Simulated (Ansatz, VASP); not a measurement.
One calculation of TiCo, two programs

INCAR

```
PREC = Accurate ; ENCUT = 690
EDIFF = 1E-6 ; ISMEAR = -1
SIGMA = 0.05 ; LREAL = False
LASPH = True ; NELM = 200
ALGO = Normal ; ISIF = 2
LWAVE = False ; LCHARG = True
ISPIN = 2 ; MAGMOM = 4 2
LORBIT = 11 ; NUPDOWN = 6.0
LMAXMIX = 4 ; GGA = PS
LELF = True ; LVHAR = True
NBANDS = 26 ; GGA_COMPAT = False
```

File KPOINTS:

```
regular mesh
0
Gamma
  8 8 8
```

File POSCAR:

```
TiCo
1.0
    2.9861109900      0.0000000000      0.0000000000
    0.0000000000      2.9861109900      0.0000000000
    0.0000000000      0.0000000000      2.9861109900
Co Ti
1 1
Direct
    0.5000000000      0.5000000000      0.5000000000
    0.0000000000      0.0000000000      0.0000000000
```

input.yaml

```yaml
crystal:
  lattice:
    - [2.98611099, 0.0, 0.0]
    - [0.0, 2.98611099, 0.0]
    - [0.0, 0.0, 2.98611099]
  atoms:
    - { symbol: Co, position: [0.5, 0.5, 0.5], spin: 4.0 }
    - { symbol: Ti, position: [0.0, 0.0, 0.0], spin: 2.0 }
hamiltonian:
  xc: pbesol
  pseudopotentials: { kind: paw }
magnetization:
  spin_polarized: true
  initial_magnetization: 6.0
  spin_locking: { lock_magnetization: hard }
kpoints:
  mp_grid: { grid: [8, 8, 8] }
scf:
  occupations: { method: fermi_dirac, width: 0.05 }
  lower_state_search: "off"
output:
  forces: true
  stress: true
  eigenvalues: true
  write_density: true
  write_potential: true
  elf: true
  volumetric_format: npy
```

Alike in both runs: task single point; functional PBEsol; k mesh 8 × 8 × 8; occupations fermi-dirac, width 0.05 eV; collinear spin; fixed moment 6 μB.

|  | VASP | Ansatz |
| --- | --- | --- |
| version | VASP 6.6.1 | Ansatz 0.2.0 |
| potentials or method | VASP PAW PBE potentials, release 64 (Co_sv, Ti_sv) | Ansatz PAW |
| plane-wave cutoff (eV) | 690 | 420 |
| valence electrons in the cell | 29 | 29 |

Ansatz gave:

* net moment per atom (μB): 3.00
* size of the moment on the site where the two differ most (μB): 2.87

Problem. What did VASP give for the same quantities?

Solution. net moment per atom (μB): 3.00; size of the moment on the site where the two differ most (μB): 2.61.

VASP's potentials were made for PBE, not for PBEsol. Site moments also hang on the region over which each program counts them.
